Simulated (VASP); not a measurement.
# KBr: single point with HSE06

The system is KBr.

```xyz
2
Lattice="0.0000 3.3022 3.3022 3.3022 0.0000 3.3022 3.3022 3.3022 0.0000" Properties=species:S:1:pos:R:3 pbc="T T T"
K     0.0000    0.0000    0.0000
Br    3.3022    3.3022    3.3022
```

```
Program             : VASP 6.6.1
Task                : single point
Functional          : HSE06
Potentials or basis : VASP PAW PBE potentials, release 64 (K_sv, Br)
Cutoff              : 400 eV
k mesh              : 2 × 2 × 2
Occupations         : gaussian, width 0.01 eV
Spin                : no spin polarisation
```

```json
{
 "Pressure": "0.7 GPa",
 "Band gap on the k mesh": "5.63 eV, direct"
}
```

Levels at points of the mesh, in eV from the valence-band top:
```
           k point  band 5  band 6  band 7  band 8  band 9  band 10  band 11  band 12
(0.00, 0.00, 0.00)  -12.16    0.00    0.00    0.00    5.63     8.96     8.96     8.96
(0.50, 0.00, 0.00)  -11.88   -1.20   -0.34   -0.34    7.77     9.59    11.35    11.35
(0.50, 0.50, 0.00)  -12.19   -0.84   -0.30   -0.30    7.08     8.48    10.79    10.94
```

Wall time 70 s on 1 thread of AMD EPYC 7R13 (shared host), peak memory 0.23 GiB.

Caveat: the k points lie up to 0.82 Å⁻¹ apart; the PAW data sets were made with another functional, which shifts forces and pressure a little.
